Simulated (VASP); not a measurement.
**Ge: relaxation of cell and atoms with PBEsol**

Ge:

```xyz
2
Lattice="-2.4477 2.4477 1.3875 2.4477 -2.4477 1.3875 2.4477 2.4477 -1.3875" Properties=species:S:1:pos:R:3 pbc="T T T"
Ge    2.4477    0.0000    0.6938
Ge    0.0000    0.0000    1.3875
```

```
Program                : VASP 6.6.1
Task                   : relaxation of cell and atoms
Functional             : PBEsol
Potentials or basis    : VASP PAW PBE potentials, release 64 (Ge_d)
Cutoff                 : 600 eV
k mesh                 : 8 × 8 × 8
Occupations            : gaussian, width 0.1 eV
Spin                   : no spin polarisation
Target pressure        : 9.8 GPa
Dipole correction      : no
Further INCAR settings : ALGO = Normal; EDIFF = 1e-06; IBRION = 2; EDIFFG = -0.05; NSW = 80; ISIF = 3
```

The pressure after relaxing is 9.6 GPa. The band gap on the k mesh is zero (band 14 reaches 10.28 eV, above the bottom of band 15 at 4.99 eV).

Stress tensor (GPa, compression positive):
```
9.54 0.00 0.00
0.00 9.54 0.00
0.00 0.00 9.82
```

Final structure:
```
Ge
1.0
    -2.44767    2.44767    1.38755
     2.44767   -2.44767    1.38755
     2.44767    2.44767   -1.38755
Ge
2
Direct
  0.25000 0.75000 0.50000
  0.50000 0.50000 0.00000
```

Levels at points of the mesh, in eV from the Fermi level:
| k point | band 10 | band 11 | band 12 | band 13 | band 14 | band 15 | band 16 | band 17 | band 18 |
| --- | --- | --- | --- | --- | --- | --- | --- | --- | --- |
| (0.00, 0.00, 0.00) | -24.30 | -14.23 | -3.02 | -2.37 | -2.37 | 3.27 | 8.30 | 8.53 | 8.82 |
| (0.50, 0.00, 0.00) | -24.37 | -8.62 | -7.01 | -2.36 | -2.04 | -1.75 | 2.29 | 4.10 | 6.31 |
| (0.50, 0.50, 0.00) | -24.41 | -11.12 | -11.12 | 0.92 | 0.92 | 2.72 | 2.72 | 7.40 | 7.40 |
| (0.50, 0.50, 0.50) | -24.48 | -8.91 | -8.91 | -6.55 | -6.55 | 5.67 | 5.67 | 13.06 | 13.06 |

It took 22 s on 1 thread of AMD EPYC 9R45 96-Core Processor (Zen 5), on a shared host, peak memory 0.15 GiB.

Caveat: the relaxation stopped at its first step, so nothing moved; the cell is relaxed towards a set pressure, so the enthalpy falls and the energy may rise; the PAW data sets were made with another functional, which shifts forces and pressure a little.
